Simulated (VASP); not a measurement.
# IrRu2 (P-3m1) in VASP: further runs

IrRu2 is run at these levels: PBE; tasks: single point, relaxation of cell and atoms.

Program: VASP 6.6.1. These are calculated values, not measurements. Logs are shortened: lines on timing, memory, paths and dates and some standing lists are left out, and cuts for length are marked.

### Step 1. The cell of the first run

It takes space group P-3m1 (No. 164, trigonal). The conventional cell has a = 2.708 Å, b = 2.708 Å, c = 6.646 Å, α = 90.00°, β = 90.00°, γ = 120.00°. Within 3.5 Å of Ru (site symmetry 3m) lie 9 Ru at 2.66 to 2.71 Å and 3 Ir at 2.74 Å. Ir (site symmetry -3m) has 6 Ir at 2.71 Å and 6 Ru at 2.74 Å within 3.6 Å.

### Step 2. Single point, PBE

INCAR

```
SYSTEM = IrRu2
ALGO = Normal
EDIFF = 1E-6
ENCUT = 500
GGA = PE
GGA_COMPAT = .False.
ISIF = 2
ISMEAR = -1
LASPH = .True.
LCHARG = .True.
LELF = .True.
LREAL = .False.
LVHAR = .True.
LWAVE = .False.
NBANDS = 26
NELM = 120
PREC = Accurate
SIGMA = 0.15
```

KPOINTS

```
k-points
0
Gamma
  18 18 8
  0 0 0
```

POSCAR

```
IrRu2
1.0
    2.7079239318      0.0000000000      0.0000000000
   -1.3539619659      2.3451309165      0.0000000000
    0.0000000000      0.0000000000      6.6455125533
Ru Ir
2 1
Direct
    0.3333333333      0.6666666667      0.6616401942
    0.6666666667      0.3333333333      0.3383598058
    0.0000000000      0.0000000000      0.0000000000
```

Potentials or basis: VASP PAW PBE potentials, release 64 (Ru_pv, Ir).

On the command line:

```sh
cat potpaw_PBE.64/Ru_pv/POTCAR potpaw_PBE.64/Ir/POTCAR > POTCAR
mpirun -np 1 vasp_std > vasp.out
```

OUTCAR:

```text
SYSTEM = IrRu2
   EDIFF = 1E-6
   ENCUT = 500
   GGA = PE
   ISIF = 2
   ISMEAR = -1
   LASPH = .True.
   LREAL = .False.
   NELM = 120
   PREC = Accurate

 ion  position               nearest neighbor table
   1  0.333  0.667  0.662-   2 2.66   2 2.66   2 2.66   3 2.74   3 2.74   3 2.74
   2  0.667  0.333  0.338-   1 2.66   1 2.66   1 2.66   3 2.74   3 2.74   3 2.74
   3  0.000  0.000  0.000-   1 2.74   2 2.74   2 2.74   1 2.74   2 2.74   1 2.74

  LATTYP: Found a hexagonal cell.
 ALAT       =     2.7079239318
 C/A-ratio  =     2.4540986825

  Lattice vectors:

 A1 = (   2.7079239318,   0.0000000000,   0.0000000000)
 A2 = (  -1.3539619659,   2.3451309165,   0.0000000000)
 A3 = (   0.0000000000,   0.0000000000,   6.6455125533)

Analysis of symmetry for initial positions (statically):
=====================================================================
 Subroutine PRICEL returns:
 Original cell was already a primitive cell.

 Routine SETGRP: Setting up the symmetry group for a
 hexagonal supercell.

 Subroutine GETGRP returns: Found 12 space group operations
 (whereof 12 operations were pure point group operations)
 out of a pool of 24 trial point group operations.

The static configuration has the point symmetry D_3d.

Analysis of symmetry for dynamics (positions and initial velocities):
=====================================================================
 Subroutine PRICEL returns:
 Original cell was already a primitive cell.

 Routine SETGRP: Setting up the symmetry group for a
 hexagonal supercell.

 Subroutine GETGRP returns: Found 12 space group operations
 (whereof 12 operations were pure point group operations)
 out of a pool of 24 trial point group operations.

The dynamic configuration has the point symmetry D_3d.

 Subroutine INISYM returns: Found 12 space group operations
 (whereof 12 operations are pure point group operations),
 and found     1 'primitive' translations

----------------------------------------------------------------------------------------

                                     Primitive cell

  volume of cell :      42.2019

  direct lattice vectors                    reciprocal lattice vectors
     2.707923932  0.000000000  0.000000000     0.369286592  0.213207713  0.000000000
    -1.353961966  2.345130917  0.000000000     0.000000000  0.426415427  0.000000000
     0.000000000  0.000000000  6.645512553     0.000000000  0.000000000  0.150477483

  length of vectors
     2.707923932  2.707923932  6.645512553     0.426415427  0.426415427  0.150477483

  position of ions in fractional coordinates (direct lattice)
     0.333333333  0.666666667  0.661640194
     0.666666667  0.333333333  0.338359806
     0.000000000  0.000000000  0.000000000

  ion indices of the primitive-cell ions
   primitive index   ion index
                 1           1
                 2           2
                 3           3

----------------------------------------------------------------------------------------

 KPOINTS: k-points

Automatic generation of k-mesh.
 Grid dimensions read from file:
 generate k-points for:   18   18    8

 Generating k-lattice:

  Cartesian coordinates                     Fractional coordinates (reciprocal lattice)
     0.020515922  0.011844873  0.000000000     0.055555556  0.000000000  0.000000000
     0.000000000  0.023689746  0.000000000     0.000000000  0.055555556  0.000000000
     0.000000000  0.000000000  0.018809685     0.000000000  0.000000000  0.125000000

  Length of vectors
     0.023689746  0.023689746  0.018809685

  Shift w.r.t. Gamma in fractional coordinates (k-lattice)
     0.000000000  0.000000000  0.000000000

 Subroutine IBZKPT returns following result:
 ===========================================

 Found    266 irreducible k-points:

 Following reciprocal coordinates:
            Coordinates               Weight
  0.000000  0.000000  0.000000      1.000000
  0.055556  0.000000  0.000000      6.000000
  0.111111  0.000000  0.000000      6.000000
  0.166667  0.000000  0.000000      6.000000
  0.222222  0.000000  0.000000      6.000000
  0.277778  0.000000  0.000000      6.000000
[... 16 lines left out ...]
  0.333333  0.111111  0.000000     12.000000
  0.388889  0.111111  0.000000     12.000000
 [... further k-points ...]
   k-points           NKPTS =    266   k-points in BZ     NKDIM =    266   number of bands    NBANDS=     26
   number of dos      NEDOS =    301   number of ions     NIONS =      3
   total plane-waves  NPLWV =  19200
   dimension x,y,z NGX =    20 NGY =   20 NGZ =   48
   dimension x,y,z NGXF=    40 NGYF=   40 NGZF=   96
   ions per type =               2   1
   NGX,Y,Z   is equivalent  to a cutoff of  12.28, 12.28, 12.01 a.u.
   NGXF,Y,Z  is equivalent  to a cutoff of  24.56, 24.56, 24.02 a.u.
 SYSTEM =  IrRu2
   PREC   = accura    normal or accurate (medium, high low for compatibility)
   ISTART =      0    job   : 0-new  1-cont  2-samecut
   ICHARG =      2    charge: 1-file 2-atom 10-const
   ISPIN  =      1    spin polarized calculation?
   LNONCOLLINEAR =      F non collinear calculations
   LSORBIT =      F    spin-orbit coupling
   LASPH  =      T    aspherical Exc in radial PAW
   ENCUT  =  500.0 eV  36.75 Ry    6.06 a.u.   4.94  4.94 12.12*2*pi/ulx,y,z
   NELM   =    120;   NELMIN=  2; NELMDL= -5     # of ELM steps
   EDIFF  = 0.1E-05   stopping-criterion for ELM
   LREAL  =      F    real-space projection
   EDIFFG = 0.1E-04   stopping-criterion for IOM
   NSW    =      0    number of steps for IOM
   IBRION =     -1    ionic relax: 0-MD 1-quasi-New 2-CG
   NFREE  =      0    steps in history (QN), initial steepest desc. (CG)
   ISIF   =      2    stress and relaxation
   ISYM   =      2    0-nonsym 1-usesym 2-fastsym
   POTIM  = 0.5000    time-step for ionic-motion
   TEBEG  =    0.0;   TEEND  =   0.0 temperature during run
   PSTRESS=    0.0 pullay stress
   NELECT =      37.0000    total number of electrons
   NUPDOWN=      -1.0000    fix difference up-down
   EMIN   =  10.00;   EMAX   =-10.00  energy-range for DOS
   EFERMI =   0.00;   METHOD = LEGACY
   ISMEAR =    -1;   SIGMA  =   0.15  broadening in eV -4-tet -1-fermi 0-gaus
   EFERMI_NEDOS =   21; number of points for ismear=-14 and -15
   IALGO  =     38    algorithm
   IMIX   =      4    mixing-type and parameters
     AMIX     =   0.40;   BMIX     =  1.00
     AMIX_MAG =   1.60;   BMIX_MAG =  1.00
  volume/ion in A,a.u.               =      14.07        94.93
  Fermi-wavevector in a.u.,A,eV,Ry     =   1.566864  2.960944 33.403171  2.455064
  Thomas-Fermi vector in A             =   2.669129
   LORBIT       =      0    0 simple, 1 ext, 2 COOP (PROOUT), +10 PAW based schemes
   GGA     = PE    functional components
   LHFCALC =     F    Hartree Fock is set to
   AEXX    =    0.0000 exact exchange contribution
   IVDW    =     0    specifies the selected vdW correction
   LEPSILON=     F    determine dielectric tensor
   LRPA    =     F    only Hartree local field effects (RPA)
 non-spin polarized calculation
  energy-cutoff  :      500.00
  volume of cell :       42.20
 maximum number of plane-waves:      1098
   NGX =  9   NGY =  9   NGZ = 25

 number of electron      37.0000006 magnetization

 Free energy of the ion-electron system (eV)
  ---------------------------------------------------
  ext. energy  EPLUGINS =         0.00000000
  ---------------------------------------------------
  free energy    TOTEN  =       -27.36679089 eV

  energy without entropy =      -27.14382096  energy(sigma->0) =      -27.25530592

 E-fermi :  11.5463     XC(G=0): -13.9414

 val. band max:       11.5462014697   @ k =   0.1667   0.1667   0.5000
 cond. band min:      11.5522365506   @ k =  -0.1667   0.5000   0.1250
 fundamental gap:      0.0060350810
 Fermi energy:        11.5463086202

 k-point     1 :       0.0000    0.0000    0.0000
  band No.  band energies     occupation
      1     -31.7770      2.00000
      2     -31.2132      2.00000
      3     -31.0851      2.00000
      4     -31.0851      2.00000
      5     -31.0026      2.00000
      6     -31.0026      2.00000
[... 18 lines left out ...]
     25      22.0357      0.00000
     26      22.0369      0.00000

 k-point     2 :       0.0556    0.0000    0.0000
  band No.  band energies     occupation
      1     -31.7711      2.00000
      2     -31.2211      2.00000
      3     -31.1004      2.00000
      4     -31.0916      2.00000
      5     -31.0245      2.00000
      6     -31.0068      2.00000
[... 18 lines left out ...]
     25      22.0362      0.00000
     26      22.0515      0.00000

 k-point     3 :       0.1111    0.0000    0.0000
  band No.  band energies     occupation
      1     -31.7541      2.00000
      2     -31.2543      2.00000
      3     -31.1346      2.00000
      4     -31.1098      2.00000
      5     -31.0864      2.00000
      6     -31.0191      2.00000
[... 18 lines left out ...]
     25      22.0358      0.00000
     26      22.0365      0.00000

 k-point     4 :       0.1667    0.0000    0.0000
  band No.  band energies     occupation
      1     -31.7292      2.00000
      2     -31.3298      2.00000
      3     -31.1843      2.00000
      4     -31.1561      2.00000
      5     -31.1374      2.00000
      6     -31.0382      2.00000
[... 18 lines left out ...]
     25      22.0359      0.00000
     26      22.0364      0.00000
[... 496 lines left out ...]
      1     -31.7089      2.00000
      2     -31.6557      2.00000
      3     -31.4412      2.00000
      4     -31.2732      2.00000
      5     -31.2095      2.00000
      6     -31.1523      2.00000
[... 18 lines left out ...]
     25      22.0361      0.00000
     26      22.1477      0.00000

 k-point    23 :       0.3333    0.1111    0.0000
  band No.  band energies     occupation
      1     -31.7664      2.00000
      2     -31.7208      2.00000
      3     -31.4337      2.00000
      4     -31.3140      2.00000
      5     -31.2252      2.00000
      6     -31.1755      2.00000
[... 18 lines left out ...]
     25      20.4597      0.00000
     26      22.0439      0.00000

 k-point    24 :       0.3889    0.1111    0.0000
  band No.  band energies     occupation
      1     -31.8158      2.00000
      2     -31.7601      2.00000
      3     -31.4114      2.00000
      4     -31.3461      2.00000
      5     -31.2360      2.00000
      6     -31.1925      2.00000
[... 18 lines left out ...]
     25      19.6270      0.00000
     26      22.2196      0.00000

 [... further k-points ...]

------------------------ aborting loop because EDIFF is reached ----------------------------------------

  FORCE on cell =-STRESS in cart. coord.  units (eV):
  Direction    XX          YY          ZZ          XY          YZ          ZX
  --------------------------------------------------------------------------------------
  -------------------------------------------------------------------------------------
  Total        0.0222626      0.0222626      0.0175315      0.0000000     -0.0000000      0.0000000
  in kB        0.8451890      0.8451890      0.6655750      0.0000000     -0.0000000      0.0000000
  external PRESSURE =       0.7853176 kB  Pullay stress =       0.0000000 kB

 VOLUME and BASIS-vectors are now :
 -----------------------------------------------------------------------------
  energy-cutoff  :      500.00
  volume of cell :       42.20
      direct lattice vectors                 reciprocal lattice vectors
     2.707923932  0.000000000  0.000000000     0.369286592  0.213207713  0.000000000
    -1.353961966  2.345130917  0.000000000     0.000000000  0.426415427  0.000000000
     0.000000000  0.000000000  6.645512553     0.000000000  0.000000000  0.150477483

 POSITION                                       TOTAL-FORCE (eV/Angst)
 -----------------------------------------------------------------------------------
     -0.00000      1.56342      4.39694         0.000000      0.000000     -0.017538
      1.35396      0.78171      2.24857        -0.000000      0.000000      0.017538
      0.00000      0.00000      0.00000         0.000000      0.000000      0.000000
 -----------------------------------------------------------------------------------
    total drift:                                0.000000     -0.000000      0.000000

  FREE ENERGIE OF THE ION-ELECTRON SYSTEM (eV)
  ---------------------------------------------------
  free  energy   TOTEN  =       -27.3667908944 eV

  energy  without entropy=      -27.1438209551  energy(sigma->0) =      -27.25530592
```

Wall time 6 min (1 thread of Oxide Virtual Turin-like, shared host); peak memory 0.32 GiB.

What came out:

- Free energy: -27.3668 eV
- Pressure: 0.1 GPa
- Largest force: 0.018 eV/Å
- Band gap on the k mesh: zero (an odd number of electrons rules out a gap without spin polarisation)

Forces on the atoms (eV/Å):
```
Ru   0.000  0.000 -0.018
Ru   0.000  0.000  0.018
Ir   0.000  0.000  0.000
```

Levels at points of the mesh, in eV from the Fermi level:
```csv
k point,band 14,band 15,band 16,band 17,band 18,band 19,band 20,band 21,band 22,band 23
"(0.00, 0.00, 0.00)",-2.63,-2.44,-2.44,-2.27,-1.92,-0.44,-0.44,0.23,0.23,0.67
"(0.50, 0.00, 0.00)",-2.29,-2.10,-2.00,1.31,1.48,1.59,1.95,1.98,2.82,3.98
"(0.00, 0.00, 0.50)",-2.54,-2.54,-2.27,-2.27,-0.77,-0.77,-0.40,-0.40,0.47,1.45
"(0.50, 0.00, 0.50)",-1.29,-1.17,-0.21,0.30,0.43,1.35,1.42,1.64,1.79,4.58
```

Caveat: spin-orbit coupling is left out, which moves the levels of the heavy elements.

### Step 3. Relaxation of cell and atoms, PBE

This run uses another cell than the first one, of 14.04 Å³/atom.

INCAR

```
SYSTEM = IrRu2
  ALGO = Normal
  EDIFF = 1E-7
  EDIFFG = -0.001
  ENCUT = 500
  GGA = PE
  GGA_COMPAT = .FALSE.
  IBRION = 2
  ISIF = 3
  ISMEAR = -1
  LASPH = .TRUE.
  LCHARG = .FALSE.
  LREAL = .FALSE.
  LWAVE = .FALSE.
  NELM = 120
  NELMIN = 4
  NSW = 80
  PREC = Accurate
  SIGMA = 0.15
```

KPOINTS

```
k-points
0
G
  18 18 8
  0 0 0
```

POSCAR

```
IrRu2
1.0
    2.7059791831      0.0000000000      0.0000000000
   -1.3529895915      2.3434467147      0.0000000000
    0.0000000000      0.0000000000      6.6416356000
Ru Ir
2 1
Direct
    0.3333333333      0.6666666667      0.6616800000
    0.6666666667      0.3333333333      0.3383200000
    0.0000000000      0.0000000000      0.0000000000
```

Potentials or basis: VASP PAW PBE potentials, release 64 (Ru_pv, Ir).

On the command line:

```sh
cat potpaw_PBE.64/Ru_pv/POTCAR potpaw_PBE.64/Ir/POTCAR > POTCAR
mpirun -np 1 vasp_std > vasp.out
```

Run time: 31 min. Hardware: 1 thread of Oxide Virtual Turin-like, shared host; peak memory 0.31 GiB.

It converged, with:

- Free energy: -27.3667 eV
- Relaxed volume: 14.07 Å³/atom
- Relaxed cell: a = 2.708 Å, b = 2.708 Å, c = 6.646 Å, α = 90.00°, β = 90.00°, γ = 120.00°
- Space group after relaxing (to 0.1 Å): P-3m1 (No. 164)
- Energy gained by relaxing: 0.1 meV/atom
- Ionic steps: 12
- Pressure after relaxing: 0.0 GPa

Step by step:
```csv
step,energy change (eV),largest force (eV/Å),pressure (GPa),volume (Å³)
1,0.0000,0.0212,0.73,42.12
2,0.0018,0.0111,-2.18,42.51
3,-0.0002,0.0185,-0.01,42.21
4,-0.0002,0.0185,-0.02,42.22
5,-0.0002,0.0027,-0.01,42.21
6,-0.0002,0.0005,-0.01,42.21
7,-0.0002,0.0003,0.02,42.21
8,-0.0002,0.0000,0.01,42.21
9,-0.0002,0.0001,0.01,42.21
10,-0.0002,0.0000,0.01,42.21
11,-0.0002,0.0001,-0.02,42.22
12,-0.0002,0.0001,0.00,42.21
```

Final structure:
```
Ru Ir
1.0
     2.70817    0.00000    0.00000
    -1.35409    2.34534    0.00000
     0.00000    0.00000    6.64621
Ru Ir
2 1
Direct
  0.33333 0.66667 0.66150
  0.66667 0.33333 0.33850
  0.00000 0.00000 0.00000
```

Levels at points of the mesh, in eV from the Fermi level:
| k point | band 14 | band 15 | band 16 | band 17 | band 18 | band 19 | band 20 | band 21 | band 22 |
| --- | --- | --- | --- | --- | --- | --- | --- | --- | --- |
| (0.00, 0.00, 0.00) | -2.63 | -2.44 | -2.44 | -2.27 | -1.91 | -0.44 | -0.44 | 0.23 | 0.23 |
| (0.50, 0.00, 0.00) | -2.28 | -2.10 | -2.00 | 1.31 | 1.48 | 1.59 | 1.95 | 1.98 | 2.82 |
| (0.00, 0.00, 0.50) | -2.54 | -2.54 | -2.27 | -2.27 | -0.77 | -0.77 | -0.40 | -0.40 | 0.47 |
| (0.50, 0.00, 0.50) | -1.29 | -1.17 | -0.22 | 0.31 | 0.43 | 1.35 | 1.42 | 1.64 | 1.79 |

Caveat: the highest band is partly filled, so the run has too few bands; spin-orbit coupling is left out, which moves the levels of the heavy elements.
